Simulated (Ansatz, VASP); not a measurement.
**Two plane-wave programs on Si19Mo8**

```
Si Mo
1.0
     0.00000    0.00000   -7.87302
     4.82527    4.82527   -3.93651
     4.82527   -4.82527   -3.93651
Si Mo
19 8
Direct
  0.33618 0.99268 0.66667
  0.99927 0.00023 0.33356
  0.33618 0.33333 0.32601
  0.66590 0.33333 0.66667
  0.99553 0.67399 0.66667
  0.66617 0.00023 0.99977
  0.99553 0.33333 0.00732
  0.33306 0.66644 0.99977
  0.66617 0.66644 0.33356
  0.00447 0.99268 0.66667
  0.66694 0.00023 0.33356
  0.00447 0.33333 0.32601
  0.33410 0.33333 0.66667
  0.66382 0.67399 0.66667
  0.33383 0.00023 0.99977
  0.66382 0.33333 0.00732
  0.00073 0.66644 0.99977
  0.33383 0.66644 0.33356
  0.00000 0.33333 0.66667
  0.66610 0.33333 0.33446
  0.00000 0.66864 0.33136
  0.33390 0.66554 0.66667
  0.66610 0.00113 0.66667
  0.33390 0.33333 0.99887
  0.66469 0.66864 0.00198
  0.00000 0.99802 0.00198
  0.33531 0.99802 0.33136
```

Alike in both runs: functional PBE; k mesh 4 × 4 × 4; occupations gaussian, width 0.1 eV; no spin polarisation.

Ansatz relaxed the structure, and its values are those at the end. VASP's run is a single point on that final structure, the one shown.

|  | VASP | Ansatz |
| --- | --- | --- |
| version | VASP 6.6.1 | Ansatz 0.2.0 |
| potentials or method | VASP PAW PBE potentials, release 64 (Si, Mo_sv), cutoff 520 eV | scalar-relativistic, plane waves, PAW |
| valence electrons in the cell | 188 | 188 |

|  | VASP | Ansatz | Ansatz less VASP |
| --- | --- | --- | --- |
| gap on the k mesh at the Fermi level (eV) | none | none | - |
| rms of the force components (eV/Å) | 0.006 | 0.004 | -0.0020 |

A gap of «none» marks a metal or a gap that the smearing closes. With one functional, cell and mesh, what is left measures potentials, basis and numerics.
